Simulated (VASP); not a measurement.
Wanted: the native input for a VASP 6.6.1 run.

| Item | Value |
| --- | --- |
| Task | single point |
| Functional | PBE |
| Dispersion | D3(BJ) |
| Potentials or basis | VASP PAW PBE potentials, release 64 (W_sv, S) |
| Cutoff | 520 eV |
| k mesh | 6 × 6 × 2 |
| Occupations | gaussian, width 0.1 eV |
| Spin | no spin polarisation |
| Dipole correction | no |
| Further INCAR settings | ALGO = Normal; EDIFF = 1e-06; NBANDS = 35 |

The structure of WS2 lies in POSCAR:

```
WS2
1.0
    3.1913781500      0.0000000000      0.0000000000
   -1.5956890800      2.7638145500      0.0000000000
    0.0000000000      0.0000000000     12.4110269300
W S
2 4
Direct
    0.3333333300      0.6666666700      0.2500000000
    0.6666666700      0.3333333300      0.7500000000
    0.3333333300      0.6666666700      0.6230000000
    0.6666666700      0.3333333300      0.1230000000
    0.3333333300      0.6666666700      0.8770000000
    0.6666666700      0.3333333300      0.3770000000
```

One way to write it, as run:

INCAR

```
ALGO = Normal ; EDIFF = 1E-6
ENCUT = 520 ; GGA = PE
ISIF = 2 ; ISMEAR = 0
IVDW = 12 ; LASPH = T
LCHARG = F ; LREAL = F
LWAVE = F ; NBANDS = 35
NELM = 100 ; PREC = Accurate
SIGMA = 0.1
```

KPOINTS

```
k-points
0
Gamma
  6 6 2
```

Potentials or basis: VASP PAW PBE potentials, release 64 (W_sv, S).

Launch:

```sh
$ cat potpaw_PBE.64/W_sv/POTCAR potpaw_PBE.64/S/POTCAR > POTCAR
$ mpirun -np 1 vasp_std > vasp.out
```

Results of the run:

```
Pressure                   : -3.9 GPa
Largest force              : 0.223 eV/Å
Band gap on the k mesh     : 1.01 eV, indirect (least direct gap 1.73 eV)
Dispersion energy per atom : -0.415 eV
```

Caveat: spin-orbit coupling is left out, which moves the levels of the heavy elements.

It took 37 s on 1 thread of AMD EPYC 9R45 96-Core Processor (Zen 5) (shared host), peak memory 0.21 GiB.
